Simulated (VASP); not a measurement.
# BAs (F-43m) in VASP: a series of runs, part 2 of 2

VASP 6.6.1.

### Step 5. Single point, PBEsol

This run uses another cell than the first one, of 13.11 Å³/atom.

INCAR reads:

```
SYSTEM = BAs
PREC = Accurate
ENCUT = 520
EDIFF = 1E-6
ISMEAR = -1
SIGMA = 0.05
LREAL = .FALSE.
LASPH = .TRUE.
NELM = 100
ALGO = Normal
ISIF = 2
LWAVE = .FALSE.
LCHARG = .FALSE.
GGA = PS
NBANDS = 11
```

KPOINTS reads:

```
Automatic mesh
0
G
  10 10 10
  0 0 0
```

POSCAR reads:

```
BAs
1.0
    0.0000000000      2.3577615946      2.3577615946
    2.3577615946      0.0000000000      2.3577615946
    2.3577615946      2.3577615946      0.0000000000
As B
1 1
Direct
    0.7500000000      0.7500000000      0.7500000000
    0.0000000000      0.0000000000      0.0000000000
```

Potentials or basis: VASP PAW PBE potentials, release 64 (As, B).

Launch:

```console
$ cat potpaw_PBE.64/As/POTCAR potpaw_PBE.64/B/POTCAR > POTCAR
$ mpirun -np 1 vasp_std > vasp.out
```

OUTCAR:

```text
SYSTEM = BAs
   PREC = Accurate
   ENCUT = 520
   EDIFF = 1E-6
   ISMEAR = -1
   LREAL = .FALSE.
   LASPH = .TRUE.
   NELM = 100
   ISIF = 2
   GGA = PS

 ion  position               nearest neighbor table
   1  0.750  0.750  0.750-   2 2.04   2 2.04   2 2.04   2 2.04
   2  0.000  0.000  0.000-   1 2.04   1 2.04   1 2.04   1 2.04

  LATTYP: Found a face centered cubic cell.
 ALAT       =     4.7155231892

  Lattice vectors:

 A1 = (   0.0000000000,   2.3577615946,   2.3577615946)
 A2 = (   2.3577615946,   0.0000000000,   2.3577615946)
 A3 = (   2.3577615946,   2.3577615946,   0.0000000000)

Analysis of symmetry for initial positions (statically):
=====================================================================
 Subroutine PRICEL returns:
 Original cell was already a primitive cell.

 Routine SETGRP: Setting up the symmetry group for a
 face centered cubic supercell.

 Subroutine GETGRP returns: Found 24 space group operations
 (whereof 24 operations were pure point group operations)
 out of a pool of 48 trial point group operations.

The static configuration has the point symmetry T_d .

Analysis of symmetry for dynamics (positions and initial velocities):
[... 164 lines left out ...]
 Fermi energy:         6.9801981174

 k-point     1 :       0.0000    0.0000    0.0000
  band No.  band energies     occupation
      1      -9.3191      2.00000
      2       6.4794      1.99991
      3       6.4794      1.99991
      4       6.4794      1.99991
      5       9.7687      0.00000
      6       9.7687      0.00000
      7       9.7687      0.00000
      8      11.6597      0.00000
      9      16.0214      0.00000
     10      19.5720      0.00000
     11      19.5720      0.00000
[... 309 lines left out ...]
 k-point    24 :       0.4000    0.3000    0.0000
  band No.  band energies     occupation
      1      -6.5622      2.00000
      2      -0.0879      2.00000
      3       2.3056      2.00000
      4       2.8267      2.00000
      5       8.0654      0.00000
      6       9.7797      0.00000
      7      15.5639      0.00000
      8      15.7769      0.00000
      9      18.8117      0.00000
     10      22.5817      0.00000
     11      22.6740      0.00000

 [... further k-points ...]
[... 5 lines left out ...]
  --------------------------------------------------------------------------------------
  -------------------------------------------------------------------------------------
  Total        0.9806922      0.9806922      0.9806922      0.0000000      0.0000000      0.0000000
  in kB       59.9395746     59.9395746     59.9395746      0.0000000      0.0000000      0.0000000
  external PRESSURE =      59.9395746 kB  Pullay stress =       0.0000000 kB

 VOLUME and BASIS-vectors are now :
 -----------------------------------------------------------------------------
  energy-cutoff  :      520.00
  volume of cell :       26.21
      direct lattice vectors                 reciprocal lattice vectors
     0.000000000  2.357761595  2.357761595    -0.212065546  0.212065546  0.212065546
     2.357761595  0.000000000  2.357761595     0.212065546 -0.212065546  0.212065546
     2.357761595  2.357761595  0.000000000     0.212065546  0.212065546 -0.212065546

 POSITION                                       TOTAL-FORCE (eV/Angst)
 -----------------------------------------------------------------------------------
      3.53664      3.53664      3.53664        -0.000000     -0.000000     -0.000000
      0.00000      0.00000      0.00000         0.000000      0.000000      0.000000
 -----------------------------------------------------------------------------------
    total drift:                                0.000000      0.000000      0.000000

  FREE ENERGIE OF THE ION-ELECTRON SYSTEM (eV)
  ---------------------------------------------------
  free  energy   TOTEN  =       -12.1846124429 eV

  energy  without entropy=      -12.1846121305  energy(sigma->0) =      -12.18461229
```

stdout:

```text
POSCAR found type information on POSCAR AsB
 POSCAR found :  2 types and       2 ions
 scaLAPACK will be used
 -----------------------------------------------------------------------------
|                                                                             |
|                                                                             |
|     You enforced a specific xc type in the INCAR file but a different       |
|     I HOPE YOU KNOW WHAT YOU ARE DOING!                                     |
|                                                                             |
 -----------------------------------------------------------------------------

 LDA part: xc-table for (Slater+PW92), standard interpolation
 POSCAR, INCAR and KPOINTS ok, starting setup
 FFT: planning ... GRIDC
 FFT: planning ... GRID_SOFT
 FFT: planning ... GRID
 WAVECAR not read
 entering main loop
```

Wall time 28 s (1 thread of Intel Xeon Platinum 8259CL at 2.50GHz (Skylake/Cascade Lake), shared host); peak memory 0.16 GiB.

Results:

```
Free energy            : -12.1846 eV
Pressure               : 6.0 GPa
Band gap on the k mesh : 1.04 eV (least direct gap 3.29 eV)
```

Levels at points of the mesh, in eV from the valence-band top:
```csv
k point,band 1,band 2,band 3,band 4,band 5,band 6,band 7,band 8,band 9
"(0.00, 0.00, 0.00)",-15.80,0.00,0.00,0.00,3.29,3.29,3.29,5.18,9.54
"(0.50, 0.00, 0.00)",-12.77,-9.12,-1.90,-1.90,2.89,4.77,4.77,8.77,12.85
"(0.50, 0.50, 0.00)",-11.40,-8.75,-4.27,-4.27,1.28,1.29,11.72,11.72,13.13
```

Caveat: the cell stands under pressure; the PAW data sets were made with another functional, which shifts forces and pressure a little. As with any semilocal functional, this PBEsol gap is likely too small.

### Step 6. Relaxation of cell and atoms, PBEsol, target pressure 2 GPa, at which the enthalpy is minimised

This run uses another cell than the first one, of 13.63 Å³/atom.

INCAR reads:

```
PREC = Accurate
ENCUT = 600
EDIFF = 1E-6
ISMEAR = -1
SIGMA = 0.05
LREAL = False
LASPH = True
NELM = 100
ALGO = Normal
ISIF = 3
LWAVE = False
LCHARG = False
GGA = PS
IBRION = 2
NSW = 60
EDIFFG = -0.01
PSTRESS = 20.0
```

KPOINTS reads:

```
Automatic mesh
0
Gamma
  10 10 10
```

POSCAR reads:

```
BAs
1.0
    0.0000000000      2.3885000000      2.3885000000
    2.3885000000      0.0000000000      2.3885000000
    2.3885000000      2.3885000000      0.0000000000
As B
1 1
Direct
    0.7500000000      0.7500000000      0.7500000000
    0.0000000000      0.0000000000      0.0000000000
```

Potentials or basis: VASP PAW PBE potentials, release 64 (As, B).

Launch:

```console
$ cat potpaw_PBE.64/As/POTCAR potpaw_PBE.64/B/POTCAR > POTCAR
$ mpirun -np 1 vasp_std > vasp.out
```

It took 36 s on 1 thread of Intel Xeon Platinum 8259CL at 2.50GHz (Skylake/Cascade Lake), shared host; peak memory 0.17 GiB.

The run converged. Its results:

```
Free energy                                                : -12.2025 eV
Relaxed volume                                             : 13.44 Å³/atom
Relaxed cell                                               : a = 3.363 Å, b = 3.363 Å, c = 3.363 Å, α = 60.00°, β = 60.00°, γ = 60.00°
Space group after relaxing (to 0.1 Å)                      : F-43m (No. 216)
Energy change on relaxing (the run minimises the enthalpy) : +1.2 meV/atom
Ionic steps                                                : 3
Pressure after relaxing                                    : 2.0 GPa
Band gap on the k mesh                                     : 1.06 eV (least direct gap 3.26 eV)
```

Step by step:
```
step  energy change (eV)  largest force (eV/Å)  pressure (GPa)  volume (Å³)
   1              0.0000                0.0000            0.05        27.25
   2              0.0073                0.0000            3.62        26.60
   3              0.0023                0.0000            2.00        26.89
```

Final structure:
```
CELL_PARAMETERS angstrom
0.00000 2.37781 2.37781
2.37781 0.00000 2.37781
2.37781 2.37781 0.00000
ATOMIC_POSITIONS crystal
As 0.75000 0.75000 0.75000
B 0.00000 0.00000 0.00000
```

Levels at points of the mesh, in eV from the valence-band top:
| k point | band 1 | band 2 | band 3 | band 4 | band 5 | band 6 | band 7 | band 8 |
| --- | --- | --- | --- | --- | --- | --- | --- | --- |
| (0.00, 0.00, 0.00) | -15.56 | 0.00 | 0.00 | 0.00 | 3.26 | 3.26 | 3.26 | 4.85 |
| (0.50, 0.00, 0.00) | -12.63 | -8.93 | -1.85 | -1.85 | 2.73 | 4.74 | 4.74 | 8.73 |
| (0.50, 0.50, 0.00) | -11.30 | -8.61 | -4.16 | -4.16 | 1.30 | 1.32 | 11.47 | 11.47 |

Caveat: the cell is relaxed towards a set pressure, so the run minimises the enthalpy, not the energy; the PAW data sets were made with another functional, which shifts forces and pressure a little. A k mesh can miss the band edges.

### Step 7. The runs side by side

```tsv
task	cell	cutoff (eV)	gap on the mesh (eV)	pressure (GPa)
single point	a = 3.302 Å, angles 60.0°, 2 atoms	520	1.01	11.1
single point	a = 3.371 Å, angles 60.0°, 2 atoms	520	1.07	0.9
single point	a = 3.356 Å, angles 60.0°, 2 atoms	520	1.06	2.9
single point	a = 3.334 Å, angles 60.0°, 2 atoms	520	1.04	6.0
relaxation of cell and atoms	relaxed to 2 GPa from a = 3.378 Å, angles 60.0°, 2 atoms	600	1.06	2.0
```

Alike in all rows: level PBEsol; potentials or basis VASP PAW PBE potentials, release 64 (As, B); no spin polarisation; k mesh 10 × 10 × 10; smearing fermi-dirac 0.05 eV.

Caveats: the PAW data sets were made with another functional, which shifts forces and pressure a little; the cell stands under pressure (at least some runs); the cell is relaxed towards a set pressure, so the run minimises the enthalpy, not the energy (at least some runs).

Total energies depend on the potentials used, so only differences within one code and one set of settings carry meaning.
